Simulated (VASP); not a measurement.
# Cu (P4/nmm) in VASP: a series of runs, part 2 of 2

VASP 6.6.1. Earlier steps stand in the parts before.

## Step 3: Single point, PBE (mode 6 (244.6 1/cm) frozen in, largest displacement -0.150 Å)

Contents of INCAR:

```
SYSTEM = Cu
PREC     = Accurate       ! precision mode
ENCUT    = 700            ! plane-wave cutoff, eV
EDIFF    = 1E-6           ! SCF threshold, eV
ISMEAR   = 0              ! smearing method
SIGMA    = 0.15           ! smearing width, eV
LREAL    = .False.        ! projectors in reciprocal space
LASPH    = .True.         ! aspherical terms in the spheres
NELM     = 120            ! most SCF steps
ALGO     = Normal         ! electronic algorithm
ISIF     = 2              ! what is computed and relaxed
LWAVE    = .False.        ! write WAVECAR
LCHARG   = .False.        ! write CHGCAR
GGA      = PE             ! functional
NBANDS   = 26             ! bands
GGA_COMPAT= .False.
```

Contents of KPOINTS:

```
regular mesh
0
Gamma
  18 18 14
  0 0 0
```

Contents of POSCAR:

```
Cu
1.0
    0.0000000000     -1.8075000000     -1.8075000000
    0.0000000000      1.8075000000     -1.8075000000
    3.6150000000      0.0000000000      0.0000000000
Cu
2
Direct
    0.5000000000      0.5000000000      0.4585062241
    0.0000000000      0.0000000000      0.0414937759
```

Potentials or basis: VASP PAW PBE potentials, release 64 (Cu_sv_GW).

Started as:

```console
> cat potpaw_PBE.64/Cu_sv_GW/POTCAR > POTCAR
> mpirun -np 1 vasp_std > vasp.out
```

OUTCAR:

```text
SYSTEM = Cu
   PREC = Accurate
   ENCUT = 700
   EDIFF = 1E-6
   ISMEAR = 0
   LREAL = .False.
   LASPH = .True.
   NELM = 120
   ISIF = 2
   GGA = PE

 ion  position               nearest neighbor table
   1  0.500  0.500  0.459-   2 2.35   2 2.35   2 2.35   2 2.35
   2  0.000  0.000  0.041-   1 2.35   1 2.35   1 2.35   1 2.35

  LATTYP: Found a simple tetragonal cell.
 ALAT       =     2.5561910140
 C/A-ratio  =     1.4142135624

  Lattice vectors:

 A1 = (   0.0000000000,  -1.8075000000,  -1.8075000000)
 A2 = (   0.0000000000,   1.8075000000,  -1.8075000000)
 A3 = (   3.6150000000,   0.0000000000,   0.0000000000)

Analysis of symmetry for initial positions (statically):
=====================================================================
 Subroutine PRICEL returns:
 Original cell was already a primitive cell.

 Routine SETGRP: Setting up the symmetry group for a
 simple tetragonal supercell.

 Subroutine GETGRP returns: Found 16 space group operations
 (whereof  8 operations were pure point group operations)
 out of a pool of 16 trial point group operations.

The static configuration has the point symmetry C_4v.
 The point group associated with its full space group is D_4h.

Analysis of symmetry for dynamics (positions and initial velocities):
=====================================================================
 Subroutine PRICEL returns:
 Original cell was already a primitive cell.

 Routine SETGRP: Setting up the symmetry group for a
 simple tetragonal supercell.

 Subroutine GETGRP returns: Found 16 space group operations
 (whereof  8 operations were pure point group operations)
 out of a pool of 16 trial point group operations.

The dynamic configuration has the point symmetry C_4v.
 The point group associated with its full space group is D_4h.

 Subroutine INISYM returns: Found 16 space group operations
 (whereof  8 operations are pure point group operations),
 and found     1 'primitive' translations

----------------------------------------------------------------------------------------

                                     Primitive cell

  volume of cell :      23.6208

  direct lattice vectors                    reciprocal lattice vectors
     0.000000000 -1.807500000 -1.807500000     0.000000000 -0.276625173 -0.276625173
     0.000000000  1.807500000 -1.807500000     0.000000000  0.276625173 -0.276625173
     3.615000000  0.000000000  0.000000000     0.276625173  0.000000000  0.000000000

  length of vectors
     2.556191014  2.556191014  3.615000000     0.391207071  0.391207071  0.276625173

  position of ions in fractional coordinates (direct lattice)
     0.500000000  0.500000000  0.458506224
     0.000000000  0.000000000  0.041493776

  ion indices of the primitive-cell ions
   primitive index   ion index
                 1           1
                 2           2

----------------------------------------------------------------------------------------

 KPOINTS: regular mesh

Automatic generation of k-mesh.
 Grid dimensions read from file:
 generate k-points for:   18   18   14

 Generating k-lattice:

  Cartesian coordinates                     Fractional coordinates (reciprocal lattice)
     0.000000000 -0.015368065 -0.015368065     0.055555556  0.000000000  0.000000000
     0.000000000  0.015368065 -0.015368065     0.000000000  0.055555556  0.000000000
     0.019758941  0.000000000  0.000000000     0.000000000  0.000000000  0.071428571

  Length of vectors
     0.021733726  0.021733726  0.019758941

  Shift w.r.t. Gamma in fractional coordinates (k-lattice)
     0.000000000  0.000000000  0.000000000

 Subroutine IBZKPT returns following result:
 ===========================================

 Found    440 irreducible k-points:

 Following reciprocal coordinates:
            Coordinates               Weight
  0.000000  0.000000  0.000000      1.000000
  0.055556  0.000000  0.000000      4.000000
  0.111111  0.000000  0.000000      4.000000
  0.166667  0.000000  0.000000      4.000000
  0.222222  0.000000  0.000000      4.000000
  0.277778  0.000000  0.000000      4.000000
[... 16 lines left out ...]
  0.277778  0.111111  0.000000      8.000000
  0.333333  0.111111  0.000000      8.000000
 [... further k-points ...]
   k-points           NKPTS =    440   k-points in BZ     NKDIM =    440   number of bands    NBANDS=     26
   number of dos      NEDOS =    301   number of ions     NIONS =      2
   total plane-waves  NPLWV =  18432
   dimension x,y,z NGX =    24 NGY =   24 NGZ =   32
   dimension x,y,z NGXF=    48 NGYF=   48 NGZF=   64
   ions per type =               2
   NGX,Y,Z   is equivalent  to a cutoff of  15.61, 15.61, 14.72 a.u.
   NGXF,Y,Z  is equivalent  to a cutoff of  31.22, 31.22, 29.43 a.u.
 SYSTEM =  Cu
   PREC   = accura    normal or accurate (medium, high low for compatibility)
   ISTART =      0    job   : 0-new  1-cont  2-samecut
   ICHARG =      2    charge: 1-file 2-atom 10-const
   ISPIN  =      1    spin polarized calculation?
   LNONCOLLINEAR =      F non collinear calculations
   LSORBIT =      F    spin-orbit coupling
   LASPH  =      T    aspherical Exc in radial PAW
   ENCUT  =  700.0 eV  51.45 Ry    7.17 a.u.   5.51  5.51  7.80*2*pi/ulx,y,z
   NELM   =    120;   NELMIN=  2; NELMDL= -5     # of ELM steps
   EDIFF  = 0.1E-05   stopping-criterion for ELM
   LREAL  =      F    real-space projection
   EDIFFG = 0.1E-04   stopping-criterion for IOM
   NSW    =      0    number of steps for IOM
   IBRION =     -1    ionic relax: 0-MD 1-quasi-New 2-CG
   NFREE  =      0    steps in history (QN), initial steepest desc. (CG)
   ISIF   =      2    stress and relaxation
   ISYM   =      2    0-nonsym 1-usesym 2-fastsym
   POTIM  = 0.5000    time-step for ionic-motion
   TEBEG  =    0.0;   TEEND  =   0.0 temperature during run
   PSTRESS=    0.0 pullay stress
   NELECT =      38.0000    total number of electrons
   NUPDOWN=      -1.0000    fix difference up-down
   EMIN   =  10.00;   EMAX   =-10.00  energy-range for DOS
   EFERMI =   0.00;   METHOD = LEGACY
   ISMEAR =     0;   SIGMA  =   0.15  broadening in eV -4-tet -1-fermi 0-gaus
   EFERMI_NEDOS =   21; number of points for ismear=-14 and -15
   IALGO  =     38    algorithm
   IMIX   =      4    mixing-type and parameters
     AMIX     =   0.40;   BMIX     =  1.00
     AMIX_MAG =   1.60;   BMIX_MAG =  1.00
  volume/ion in A,a.u.               =      11.81        79.70
  Fermi-wavevector in a.u.,A,eV,Ry     =   1.918246  3.624960 50.064940  3.679669
  Thomas-Fermi vector in A             =   2.953290
   LORBIT       =      0    0 simple, 1 ext, 2 COOP (PROOUT), +10 PAW based schemes
   GGA     = PE    functional components
   LHFCALC =     F    Hartree Fock is set to
   AEXX    =    0.0000 exact exchange contribution
   IVDW    =     0    specifies the selected vdW correction
   LEPSILON=     F    determine dielectric tensor
   LRPA    =     F    only Hartree local field effects (RPA)
 non-spin polarized calculation
 Gauss-broadening in eV      SIGMA  =   0.15
  energy-cutoff  :      700.00
  volume of cell :       23.62
 maximum number of plane-waves:      1015
 NGX is ok and might be reduce to    24
   NGX = 11   NGY = 11   NGZ = 15

 number of electron      37.9999997 magnetization

 Free energy of the ion-electron system (eV)
  ---------------------------------------------------
  ext. energy  EPLUGINS =         0.00000000
  ---------------------------------------------------
  free energy    TOTEN  =        -7.26353807 eV

  energy without entropy =       -7.25696673  energy(sigma->0) =       -7.26025240

 E-fermi :   7.6303     XC(G=0): -13.3152

 val. band max:        7.6269425318   @ k =   0.5000   0.1667   0.1429
 cond. band min:       7.6343363469   @ k =   0.4444   0.3333   0.1429
 fundamental gap:      0.0073938151
 Fermi energy:         7.6303458967

 k-point     1 :       0.0000    0.0000    0.0000
  band No.  band energies     occupation
      1    -105.0251      2.00000
      2    -104.9945      2.00000
      3     -62.4543      2.00000
      4     -62.4069      2.00000
      5     -62.4069      2.00000
      6     -62.3348      2.00000
[... 18 lines left out ...]
     25      27.7077      0.00000
     26      30.5336      0.00000
[... 644 lines left out ...]
      4     -62.4473      2.00000
      5     -62.3921      2.00000
      6     -62.3700      2.00000
[... 18 lines left out ...]
     25      22.8016      0.00000
     26      28.4431      0.00000

 [... further k-points ...]

------------------------ aborting loop because EDIFF is reached ----------------------------------------

  FORCE on cell =-STRESS in cart. coord.  units (eV):
  Direction    XX          YY          ZZ          XY          YZ          ZX
  --------------------------------------------------------------------------------------
  -------------------------------------------------------------------------------------
  Total        0.5950074      0.8429285      0.8429285      0.0000000      0.0000000      0.0000000
  in kB       40.3587806     57.1750295     57.1750295      0.0000000      0.0000000      0.0000000
  external PRESSURE =      51.5696132 kB  Pullay stress =       0.0000000 kB

 VOLUME and BASIS-vectors are now :
 -----------------------------------------------------------------------------
  energy-cutoff  :      700.00
  volume of cell :       23.62
      direct lattice vectors                 reciprocal lattice vectors
     0.000000000 -1.807500000 -1.807500000     0.000000000 -0.276625173 -0.276625173
     0.000000000  1.807500000 -1.807500000     0.000000000  0.276625173 -0.276625173
     3.615000000  0.000000000  0.000000000     0.276625173  0.000000000  0.000000000

 POSITION                                       TOTAL-FORCE (eV/Angst)
 -----------------------------------------------------------------------------------
      1.65750      0.00000     -1.80750         2.242274      0.000000      0.000000
      0.15000      0.00000      0.00000        -2.242274     -0.000000     -0.000000
 -----------------------------------------------------------------------------------
    total drift:                               -0.000000     -0.000000      0.000000

  FREE ENERGIE OF THE ION-ELECTRON SYSTEM (eV)
  ---------------------------------------------------
  free  energy   TOTEN  =        -7.2635380670 eV

  energy  without entropy=       -7.2569667346  energy(sigma->0) =       -7.26025240
```

Wall time 3.3 min (1 thread of Intel Xeon 6975P-C (Granite Rapids), shared host); peak memory 0.48 GiB.

What came out:

```
Free energy            : -7.2635 eV
Pressure               : 5.2 GPa
Largest force          : 2.242 eV/Å
Band gap on the k mesh : zero (band 19 reaches 12.76 eV, above the bottom of band 20 at 5.92 eV)
```

Forces on the atoms (eV/Å):
```
Cu   2.242  0.000  0.000
Cu  -2.242  0.000  0.000
```

Levels at points of the mesh, in eV from the Fermi level:
```csv
k point,band 17,band 18,band 19,band 20,band 21,band 22
"(0.00, 0.00, 0.00)",-1.60,-1.52,-1.52,1.90,6.66,12.99
"(0.50, 0.00, 0.00)",-1.89,-1.89,-0.36,-0.36,8.81,8.81
"(0.50, 0.50, 0.00)",-1.54,-1.54,1.42,1.42,7.10,7.10
"(0.00, 0.00, 0.50)",-2.08,-2.08,-2.01,-1.71,16.19,16.19
"(0.50, 0.00, 0.50)",-1.55,-1.55,-0.93,-0.93,3.66,3.66
"(0.50, 0.50, 0.50)",-1.54,-1.54,5.13,5.13,7.26,7.26
```

Caveat: the cell differs from its parent crystal (mode 6 (244.6 1/cm) frozen in, largest displacement -0.150 Å); forces of over 1 eV/Å act on the atoms, so gaps and moduli don't describe the material at rest.
